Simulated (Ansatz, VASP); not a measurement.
# Ga in VASP and in Ansatz

File INCAR:

```
ALGO     = Normal         # electronic algorithm
EDIFF    = 1E-6           # SCF threshold, eV
ENCUT    = 520            # plane-wave cutoff, eV
GGA      = PE             # functional
ISIF     = 2              # what is computed and relaxed
ISMEAR   = -1             # smearing method
LASPH    = True           # aspherical terms in the spheres
LCHARG   = False          # write CHGCAR
LREAL    = False          # projectors in reciprocal space
LWAVE    = False          # write WAVECAR
NBANDS   = 20             # bands
NELM     = 80             # most SCF steps
PREC     = Accurate       # precision mode
SIGMA    = 0.05           # smearing width, eV
```

The input KPOINTS:

```
k-points
0
Gamma
  14 14 11
```

Contents of POSCAR:

```
Ga
1.0
    1.3830000000     -4.0265000000      0.0000000000
    1.3830000000      4.0265000000      0.0000000000
   -0.1174500000      0.0000000000      3.3299300000
Ga
2
Direct
    0.8690000000      0.1310000000      0.2500000000
    0.1310000000      0.8690000000      0.7500000000
```

Input for Ansatz:

```yaml
crystal:
  lattice:
    - [1.383, -4.0265, 0.0]
    - [1.383, 4.0265, 0.0]
    - [-0.11745, 0.0, 3.32993]
  atoms:
    - { symbol: Ga, position: [0.869, 0.131, 0.25] }
    - { symbol: Ga, position: [0.131, 0.869, 0.75] }
kpoints:
  mp_grid: { grid: [14, 14, 11] }
  band_path:
    path:
      - [0.0, 0.0, 0.0]
      - [-0.5, 0.5, 0.0]
      - [-0.5, 0.5, 0.5]
      - [0.0, 0.0, 0.5]
      - [0.0, 0.0, 0.0]
      - [-0.5, 0.0, 0.5]
      - [0.0, 0.0, 0.0]
      - [-0.5, 0.0, 0.0]
    npoints: 5
scf:
  occupations: { method: fermi_dirac, width: 0.05 }
hamiltonian:
  xc: pbe
  pseudopotentials:
    kind: all_electron
    lapw: { basis_error: 0.0005 }
    relativity: none
output:
  forces: true
  stress: true
  eigenvalues: true
```

Alike in both runs: task single point; functional PBE; k mesh 14 × 14 × 11; occupations fermi-dirac, width 0.05 eV; no spin polarisation.

|  | VASP | Ansatz |
| --- | --- | --- |
| version | VASP 6.6.1 | Ansatz 0.2.0 |
| potentials or method | VASP PAW PBE potentials, release 64 (Ga_d), cutoff 520 eV | all-electron LAPW, non-relativistic |

|  | VASP | Ansatz | Ansatz less VASP |
| --- | --- | --- | --- |
| pressure (GPa) | 1.9 | 1.9 | -0.02 |
| traceless stress, the component that is largest in VASP (GPa) | -0.26 | -0.17 | +0.089 |
| rms of the force components (eV/Å) | 0.109 | 0.122 | +0.0133 |

Atom by atom the forces differ by 0.013 eV/Å (rms over components). Ansatz ran all-electron here, and VASP with PAW potentials.
